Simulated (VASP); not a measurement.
Set up this calculation in VASP 6.6.1, as the native input.

```yaml
Task: single point
Functional: PBE
Potentials_or_basis: VASP PAW PBE potentials, release 64 (Rb_sv, Ta_pv, As)
Cutoff: 520 eV
k_mesh: 3 × 3 × 4
Occupations: gaussian, width 0.1 eV
Spin: no spin polarisation
Dipole_correction: no
Further_INCAR_settings: ALGO = Normal; EDIFF = 1e-06; NBANDS = 32
```

The structure of RbTa2As3 lies in POSCAR:

```
RbTa2As3
1.0
    5.8973211600      0.0000000000      0.0000000000
   -2.9486605800      5.1072299400      0.0000000000
    0.0000000000      0.0000000000      4.6477321100
Rb Ta As
1 2 3
Direct
    0.0000000000      0.0000000000      0.0000000000
    0.6666666700      0.3333333300      0.0000000000
    0.3333333300      0.6666666700      0.0000000000
    0.5000000000      0.0000000000      0.5000000000
    0.5000000000      0.5000000000      0.5000000000
    0.0000000000      0.5000000000      0.5000000000
```

The cell was generated, and may not be a known phase.

These files were run (other wordings do the same):

INCAR

```
SYSTEM = RbTa2As3
ALGO = Normal ; EDIFF = 1E-6
ENCUT = 520 ; GGA = PE
ISIF = 2 ; ISMEAR = 0
LASPH = .True. ; LCHARG = .False.
LREAL = .False. ; LWAVE = .False.
NBANDS = 32 ; NELM = 100
PREC = Accurate ; SIGMA = 0.1
```

KPOINTS

```
k-points
0
Gamma
  3 3 4
  0 0 0
```

Potentials or basis: VASP PAW PBE potentials, release 64 (Rb_sv, Ta_pv, As).

Run with:

```sh
$ cat potpaw_PBE.64/Rb_sv/POTCAR potpaw_PBE.64/Ta_pv/POTCAR potpaw_PBE.64/As/POTCAR > POTCAR
$ mpirun -np 1 vasp_std > vasp.out
```

Results of the run:

```
Pressure               : -6.5 GPa
Band gap on the k mesh : zero (bands 23 and 24 overlap by 0.50 eV)
```

Caveat: the k points lie up to 0.41 Å⁻¹ apart; spin-orbit coupling is left out, which moves the levels of the heavy elements.

Wall time 52 s on 1 thread of Intel(R) Xeon(R) Platinum 8488C (Sapphire Rapids), with other jobs on the host, peak memory 0.28 GiB.
